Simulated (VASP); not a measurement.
# Rh (Fm-3m) in VASP: notebook

Runs on Rh. Level: PBEsol-based screened hybrid with 25 % exact exchange. Tasks: single point.

Program: VASP 6.6.1. These are calculated values, not measurements. Logs are shortened: lines on timing, memory, paths and dates and some standing lists are left out, and cuts for length are marked.

**1. The cell of the first run**

Symmetry: Fm-3m, No. 225, cubic system. The conventional cell has a = 3.796 Å, b = 3.796 Å, c = 3.796 Å, α = 90.00°, β = 90.00°, γ = 90.00°. Rh (site symmetry m-3m) has 12 Rh at 2.68 Å within 3.5 Å.

**2. Single point, PBEsol-based screened hybrid with 25 % exact exchange**

The input, POSCAR:

```
Rh
1.0
    0.0000000000      1.8978500000      1.8978500000
    1.8978500000      0.0000000000      1.8978500000
    1.8978500000      1.8978500000      0.0000000000
Rh
1
Direct
    0.0000000000      0.0000000000      0.0000000000
```

The input, INCAR.step1:

```
PREC     = Accurate       # precision mode
ENCUT    = 520            # plane-wave cutoff, eV
EDIFF    = 1E-5           # SCF threshold, eV
ISMEAR   = -1             # smearing method
SIGMA    = 0.05           # smearing width, eV
LREAL    = False          # projectors in reciprocal space
LASPH    = True           # aspherical terms in the spheres
NELM     = 100            # most SCF steps
ALGO     = Normal         # electronic algorithm
ISIF     = 2              # what is computed and relaxed
LWAVE    = True           # write WAVECAR
LCHARG   = False          # write CHGCAR
NBANDS   = 14             # bands
GGA      = PE             # functional
```

The input, INCAR.step2:

```
PREC     = Accurate       # precision mode
ENCUT    = 520            # plane-wave cutoff, eV
EDIFF    = 1E-7           # SCF threshold, eV
ISMEAR   = -1             # smearing method
SIGMA    = 0.05           # smearing width, eV
LREAL    = False          # projectors in reciprocal space
LASPH    = True           # aspherical terms in the spheres
NELM     = 100            # most SCF steps
ALGO     = Normal         # electronic algorithm
ISIF     = 2              # what is computed and relaxed
LWAVE    = False          # write WAVECAR
LCHARG   = False          # write CHGCAR
GGA      = PS             # functional
LHFCALC  = True           # exact exchange
AEXX     = 0.25           # exact-exchange fraction
HFSCREEN = 0.207          # screening, 1/A
PRECFOCK = Normal       
NBANDS   = 14             # bands
ISTART   = 1
```

The input, KPOINTS:

```
Automatic mesh
0
Gamma
  6 6 6
```

Potentials or basis: VASP PAW PBE potentials, release 64 (Rh_pv).

The run is started by

```
cat potpaw_PBE.64/Rh_pv/POTCAR > POTCAR
cp INCAR.step1 INCAR
mpirun -np 1 vasp_std > vasp.out
cp INCAR.step2 INCAR
mpirun -np 1 vasp_std > vasp.out
```

OUTCAR:

```text
PREC = Accurate
   ENCUT = 520
   EDIFF = 1E-7
   ISMEAR = -1
   LREAL = False
   LASPH = True
   NELM = 100
   ISIF = 2
   GGA = PS
   LHFCALC = True
   AEXX = 0.25
   HFSCREEN = 0.207
   PRECFOCK = Normal
   ISTART = 1

 ion  position               nearest neighbor table
   1  0.000  0.000  0.000-

  LATTYP: Found a face centered cubic cell.
 ALAT       =     3.7957000000

  Lattice vectors:

 A1 = (   0.0000000000,   1.8978500000,   1.8978500000)
 A2 = (   1.8978500000,   0.0000000000,   1.8978500000)
 A3 = (   1.8978500000,   1.8978500000,   0.0000000000)

Analysis of symmetry for initial positions (statically):
=====================================================================
 Subroutine PRICEL returns:
 Original cell was already a primitive cell.

 Routine SETGRP: Setting up the symmetry group for a
 face centered cubic supercell.

 Subroutine GETGRP returns: Found 48 space group operations
 (whereof 48 operations were pure point group operations)
 out of a pool of 48 trial point group operations.

The static configuration has the point symmetry O_h .

Analysis of symmetry for dynamics (positions and initial velocities):
=====================================================================
 Subroutine PRICEL returns:
 Original cell was already a primitive cell.

 Routine SETGRP: Setting up the symmetry group for a
 face centered cubic supercell.

 Subroutine GETGRP returns: Found 48 space group operations
 (whereof 48 operations were pure point group operations)
 out of a pool of 48 trial point group operations.

The dynamic configuration has the point symmetry O_h .

 Subroutine INISYM returns: Found 48 space group operations
 (whereof 48 operations are pure point group operations),
 and found     1 'primitive' translations

----------------------------------------------------------------------------------------

                                     Primitive cell

  volume of cell :      13.6715

  direct lattice vectors                    reciprocal lattice vectors
     0.000000000  1.897850000  1.897850000    -0.263456016  0.263456016  0.263456016
     1.897850000  0.000000000  1.897850000     0.263456016 -0.263456016  0.263456016
     1.897850000  1.897850000  0.000000000     0.263456016  0.263456016 -0.263456016

  length of vectors
     2.683965209  2.683965209  2.683965209     0.456319205  0.456319205  0.456319205

  position of ions in fractional coordinates (direct lattice)
     0.000000000  0.000000000  0.000000000

  ion indices of the primitive-cell ions
   primitive index   ion index
                 1           1

----------------------------------------------------------------------------------------

 KPOINTS: Automatic mesh

Automatic generation of k-mesh.
 Grid dimensions read from file:
 generate k-points for:    6    6    6

 Generating k-lattice:

  Cartesian coordinates                     Fractional coordinates (reciprocal lattice)
    -0.043909336  0.043909336  0.043909336     0.166666667  0.000000000  0.000000000
     0.043909336 -0.043909336  0.043909336     0.000000000  0.166666667  0.000000000
     0.043909336  0.043909336 -0.043909336     0.000000000  0.000000000  0.166666667

  Length of vectors
     0.076053201  0.076053201  0.076053201

  Shift w.r.t. Gamma in fractional coordinates (k-lattice)
     0.000000000  0.000000000  0.000000000

 Subroutine IBZKPT returns following result:
 ===========================================

 Found     16 irreducible k-points:

 Following reciprocal coordinates:
            Coordinates               Weight
  0.000000  0.000000  0.000000      1.000000
  0.166667  0.000000  0.000000      8.000000
  0.333333  0.000000  0.000000      8.000000
  0.500000  0.000000  0.000000      4.000000
  0.166667  0.166667  0.000000      6.000000
  0.333333  0.166667  0.000000     24.000000
[... 8 lines left out ...]
 -0.333333  0.333333  0.166667     24.000000
 -0.333333  0.500000  0.166667     12.000000
   k-points           NKPTS =     16   k-points in BZ     NKDIM =    216   number of bands    NBANDS=     14
   number of dos      NEDOS =    301   number of ions     NIONS =      1
   total plane-waves  NPLWV =   8000
   dimension x,y,z NGX =    20 NGY =   20 NGZ =   20
   dimension x,y,z NGXF=    40 NGYF=   40 NGZF=   40
   ions per type =               1
   NGX,Y,Z   is equivalent  to a cutoff of  12.39, 12.39, 12.39 a.u.
   NGXF,Y,Z  is equivalent  to a cutoff of  24.78, 24.78, 24.78 a.u.
 SYSTEM =  unknown system
   PREC   = accura    normal or accurate (medium, high low for compatibility)
   ISTART =      1    job   : 0-new  1-cont  2-samecut
   ICHARG =      0    charge: 1-file 2-atom 10-const
   ISPIN  =      1    spin polarized calculation?
   LNONCOLLINEAR =      F non collinear calculations
   LSORBIT =      F    spin-orbit coupling
   LASPH  =      T    aspherical Exc in radial PAW
   ENCUT  =  520.0 eV  38.22 Ry    6.18 a.u.   4.99  4.99  4.99*2*pi/ulx,y,z
   NELM   =    100;   NELMIN=  2; NELMDL=  0     # of ELM steps
   EDIFF  = 0.1E-06   stopping-criterion for ELM
   LREAL  =      F    real-space projection
   EDIFFG = 0.1E-05   stopping-criterion for IOM
   NSW    =      0    number of steps for IOM
   IBRION =     -1    ionic relax: 0-MD 1-quasi-New 2-CG
   NFREE  =      0    steps in history (QN), initial steepest desc. (CG)
   ISIF   =      2    stress and relaxation
   ISYM   =      3    0-nonsym 1-usesym 2-fastsym
   POTIM  = 0.5000    time-step for ionic-motion
   TEBEG  =    0.0;   TEEND  =   0.0 temperature during run
   PSTRESS=    0.0 pullay stress
   NELECT =      15.0000    total number of electrons
   NUPDOWN=      -1.0000    fix difference up-down
   EMIN   =  10.00;   EMAX   =-10.00  energy-range for DOS
   EFERMI =   0.00;   METHOD = LEGACY
   ISMEAR =    -1;   SIGMA  =   0.05  broadening in eV -4-tet -1-fermi 0-gaus
   EFERMI_NEDOS =   21; number of points for ismear=-14 and -15
   IALGO  =     38    algorithm
   IMIX   =      1    mixing-type and parameters
     AMIX     =   0.40;   BMIX     =  1.00
     AMIX_MAG =   1.60;   BMIX_MAG =  1.00
  volume/ion in A,a.u.               =      13.67        92.26
  Fermi-wavevector in a.u.,A,eV,Ry     =   1.688496  3.190795 38.790465  2.851019
  Thomas-Fermi vector in A             =   2.770792
   LORBIT       =      0    0 simple, 1 ext, 2 COOP (PROOUT), +10 PAW based schemes
   GGA     = PS    functional components
   LHFCALC =     T    Hartree Fock is set to
   PRECFOCK=normal    Normal, Fast or Accurate (Low or Medium for compatibility)
   ENCUT4O =  -1.0   cutoff for four orbital integrals eV
   NKREDX  =     1    reduce k-point grid by
   NKREDY  =     1    reduce k-point grid by
   NKREDZ  =     1    reduce k-point grid by
   AEXX    =    0.2500 exact exchange contribution
   HFSCREEN=    0.2070 screening length (either q_TF or 0.3 A-1)
   HFSCREENC=   0.2070 screening length for correlation (either q_TF or 0.3 A-1)
   ENCUTFOCK=  -1.0 apply spherical cutoff to Coloumb kernel
   IVDW    =     0    specifies the selected vdW correction
   LEPSILON=     F    determine dielectric tensor
   LRPA    =     F    only Hartree local field effects (RPA)
 non-spin polarized calculation
  energy-cutoff  :      520.00
  volume of cell :       13.67
 maximum number of plane-waves:       375
  NGX = 16; NGY = 16; NGZ = 16

 number of electron      15.0000007 magnetization

 Free energy of the ion-electron system (eV)
  ---------------------------------------------------
  ext. energy  EPLUGINS =         0.00000000
  ---------------------------------------------------
  free energy    TOTEN  =        -8.96996975 eV

  energy without entropy =       -8.95858677  energy(sigma->0) =       -8.96427826

 E-fermi :  11.2688     XC(G=0): -11.5332

 val. band max:       11.1095814003   @ k =   0.3333   0.0000   0.0000
 cond. band min:      11.3373246521   @ k =   0.3333   0.3333   0.0000
 fundamental gap:      0.2277432518
 Fermi energy:        11.2688062530

 k-point     1 :       0.0000    0.0000    0.0000
  band No.  band energies     occupation
      1     -37.9179      2.00000
      2     -37.9179      2.00000
      3     -37.9179      2.00000
      4       2.6501      2.00000
      5       7.7554      2.00000
      6       7.7554      2.00000
      7       7.7554      2.00000
      8       9.9126      2.00000
      9       9.9126      2.00000
     10      28.6761      0.00000
     11      34.3782      0.00000
     12      34.3782      0.00000
     13      34.3782      0.00000
     14      36.9735      0.00000

 k-point     2 :       0.1667    0.0000    0.0000
  band No.  band energies     occupation
      1     -38.1465      2.00000
      2     -37.9517      2.00000
      3     -37.9517      2.00000
      4       3.7822      2.00000
      5       7.4417      2.00000
      6       8.1136      2.00000
      7       8.1136      2.00000
      8       9.8787      2.00000
      9       9.8787      2.00000
     10      30.0294      0.00000
     11      30.5138      0.00000
     12      36.0072      0.00000
     13      36.0072      0.00000
     14      36.9737      0.00000

 k-point     3 :       0.3333    0.0000    0.0000
  band No.  band energies     occupation
      1     -38.5917      2.00000
      2     -38.0167      2.00000
      3     -38.0167      2.00000
      4       4.6582      2.00000
      5       7.8439      2.00000
      6       7.8439      2.00000
      7       9.3412      2.00000
      8      11.1096      1.92050
      9      11.1096      1.92049
     10      25.2483      0.00000
     11      29.4659      0.00000
     12      36.7538      0.00000
     13      36.7538      0.00000
     14      36.9734      0.00000
[... 188 lines left out ...]
 k-point    15 :      -0.3333    0.3333    0.1667
  band No.  band energies     occupation
      1     -38.6120      2.00000
      2     -38.3933      2.00000
      3     -38.1757      2.00000
      4       5.9440      2.00000
      5       6.3090      2.00000
      6       7.6218      2.00000
      7       9.5140      2.00000
      8      12.0674      0.00000
      9      19.5467      0.00000
     10      21.2169      0.00000
     11      27.4623      0.00000
     12      27.8014      0.00000
     13      35.7864      0.00000
     14      36.9745      0.00000

 k-point    16 :      -0.3333    0.5000    0.1667
  band No.  band energies     occupation
      1     -38.6329      2.00000
      2     -38.3804      2.00000
      3     -38.2575      2.00000
      4       5.0167      2.00000
      5       5.6568      2.00000
      6       8.8689      2.00000
      7      10.3598      2.00000
      8      12.7580      0.00000
      9      19.6977      0.00000
     10      24.2544      0.00000
     11      24.3106      0.00000
     12      25.5310      0.00000
     13      36.9720      0.00000
     14      37.4883      0.00000

------------------------ aborting loop because EDIFF is reached ----------------------------------------

  FORCE on cell =-STRESS in cart. coord.  units (eV):
  Direction    XX          YY          ZZ          XY          YZ          ZX
  --------------------------------------------------------------------------------------
  -------------------------------------------------------------------------------------
  Total       -0.7645160     -0.7645160     -0.7645160     -0.0000000     -0.0000000     -0.0000000
  in kB      -89.5945333    -89.5945333    -89.5945333     -0.0000000     -0.0000000     -0.0000000
  external PRESSURE =     -89.5945333 kB  Pullay stress =       0.0000000 kB

 VOLUME and BASIS-vectors are now :
 -----------------------------------------------------------------------------
  energy-cutoff  :      520.00
  volume of cell :       13.67
      direct lattice vectors                 reciprocal lattice vectors
     0.000000000  1.897850000  1.897850000    -0.263456016  0.263456016  0.263456016
     1.897850000  0.000000000  1.897850000     0.263456016 -0.263456016  0.263456016
     1.897850000  1.897850000  0.000000000     0.263456016  0.263456016 -0.263456016

 POSITION                                       TOTAL-FORCE (eV/Angst)
 -----------------------------------------------------------------------------------
      0.00000      0.00000      0.00000         0.000000      0.000000      0.000000
 -----------------------------------------------------------------------------------
    total drift:                               -0.000001     -0.000001     -0.000001

  FREE ENERGIE OF THE ION-ELECTRON SYSTEM (eV)
  ---------------------------------------------------
  free  energy   TOTEN  =        -8.9699697533 eV

  energy  without entropy=       -8.9585867663  energy(sigma->0) =       -8.96427826
```

Wall time 28 min (1 thread of Intel Xeon 8259CL, shared host); peak memory 0.23 GiB.

What came out:

- Free energy: -8.9700 eV
- Pressure: -9.0 GPa
- Band gap on the k mesh: zero (an odd number of electrons rules out a gap without spin polarisation)

Caveat: the k points lie up to 0.48 Å⁻¹ apart, too coarse for converged energies and pressures of a metal; the PAW data sets were made with another functional, which shifts forces and pressure a little.

**3. Single point, PBEsol-based screened hybrid with 25 % exact exchange**

This run uses another cell than the first one, of 13.94 Å³/atom.

The input, POSCAR:

```
Rh
1.0
    0.0000000000      1.9104189093      1.9104189093
    1.9104189093      0.0000000000      1.9104189093
    1.9104189093      1.9104189093      0.0000000000
Rh
1
Direct
    0.0000000000      0.0000000000      0.0000000000
```

The input, INCAR.step1:

```
PREC     = Accurate       # precision mode
ENCUT    = 520            # plane-wave cutoff, eV
EDIFF    = 1E-5           # SCF threshold, eV
ISMEAR   = -1             # smearing method
SIGMA    = 0.05           # smearing width, eV
LREAL    = F              # projectors in reciprocal space
LASPH    = T              # aspherical terms in the spheres
NELM     = 100            # most SCF steps
ALGO     = Normal         # electronic algorithm
ISIF     = 2              # what is computed and relaxed
LWAVE    = T              # write WAVECAR
LCHARG   = F              # write CHGCAR
NBANDS   = 14             # bands
GGA      = PE             # functional
```

The input, INCAR.step2:

```
PREC     = Accurate       # precision mode
ENCUT    = 520            # plane-wave cutoff, eV
EDIFF    = 1E-7           # SCF threshold, eV
ISMEAR   = -1             # smearing method
SIGMA    = 0.05           # smearing width, eV
LREAL    = F              # projectors in reciprocal space
LASPH    = T              # aspherical terms in the spheres
NELM     = 100            # most SCF steps
ALGO     = Normal         # electronic algorithm
ISIF     = 2              # what is computed and relaxed
LWAVE    = F              # write WAVECAR
LCHARG   = F              # write CHGCAR
GGA      = PS             # functional
LHFCALC  = T              # exact exchange
AEXX     = 0.25           # exact-exchange fraction
HFSCREEN = 0.207          # screening, 1/A
PRECFOCK = Normal       
NBANDS   = 14             # bands
ISTART   = 1
```

KPOINTS is that of step 2.

Potentials or basis: VASP PAW PBE potentials, release 64 (Rh_pv).

The run is started by

```
cat potpaw_PBE.64/Rh_pv/POTCAR > POTCAR
cp INCAR.step1 INCAR
mpirun -np 1 vasp_std > vasp.out
cp INCAR.step2 INCAR
mpirun -np 1 vasp_std > vasp.out
```

Wall time 32 min (1 thread of Intel Xeon 8259CL, shared host); peak memory 0.23 GiB.

It converged, with:

| Property | Result |
| --- | --- |
| Free energy | -8.9507 eV |
| Pressure | -14.0 GPa |
| Band gap on the k mesh | zero (an odd number of electrons rules out a gap without spin polarisation) |

Levels at points of the mesh, in eV from the Fermi level:
```tsv
k point	band 3	band 4	band 5	band 6	band 7	band 8	band 9	band 10	band 11	band 12
(0.00, 0.00, 0.00)	-49.15	-8.46	-3.41	-3.41	-3.41	-1.33	-1.33	17.41	23.00	23.00
(0.50, 0.00, 0.00)	-49.27	-6.68	-3.64	-3.64	0.84	0.84	1.15	9.90	16.88	22.86
(0.50, 0.50, 0.00)	-49.47	-7.04	-6.54	0.49	1.42	1.42	3.88	13.59	14.60	14.60
```

Caveat: the k points lie up to 0.47 Å⁻¹ apart, too coarse for converged energies and pressures of a metal; the PAW data sets were made with another functional, which shifts forces and pressure a little.

The gap in the log of VASP goes by the Fermi energy; the results here count the filled bands.